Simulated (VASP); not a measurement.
A run of VASP 6.6.1:

INCAR

```
SYSTEM = Ag
PREC = Accurate
ENCUT = 600
EDIFF = 1E-6
ISMEAR = -1
SIGMA = 0.05
LREAL = .FALSE.
LASPH = .TRUE.
NELM = 100
ALGO = Normal
ISIF = 3
LWAVE = .FALSE.
LCHARG = .FALSE.
GGA = RE
IBRION = 2
NSW = 60
EDIFFG = -0.01
```

Contents of KPOINTS:

```
regular mesh
0
G
  11 11 11
  0 0 0
```

The input POSCAR:

```
Ag
1.0
   -1.6556540000      1.6556540000      1.6556540000
    1.6556540000     -1.6556540000      1.6556540000
    1.6556540000      1.6556540000     -1.6556540000
Ag
1
Direct
    0.0000000000      0.0000000000      0.0000000000
```

Potentials or basis: VASP PAW PBE potentials, release 64 (Ag).

Launch:

```sh
$ cat potpaw_PBE.64/Ag/POTCAR > POTCAR
$ mpirun -np 1 vasp_std > vasp.out
```

Hardware: 1 thread of Intel Xeon 8259CL, with other jobs on the host.

Q: Estimate the wall time of this run.

A: Run time: 27 s on 1 thread of Intel Xeon 8259CL, with other jobs on the host, peak memory 0.15 GiB. Counts: scf iterations 23, k points 56, ion steps 3.
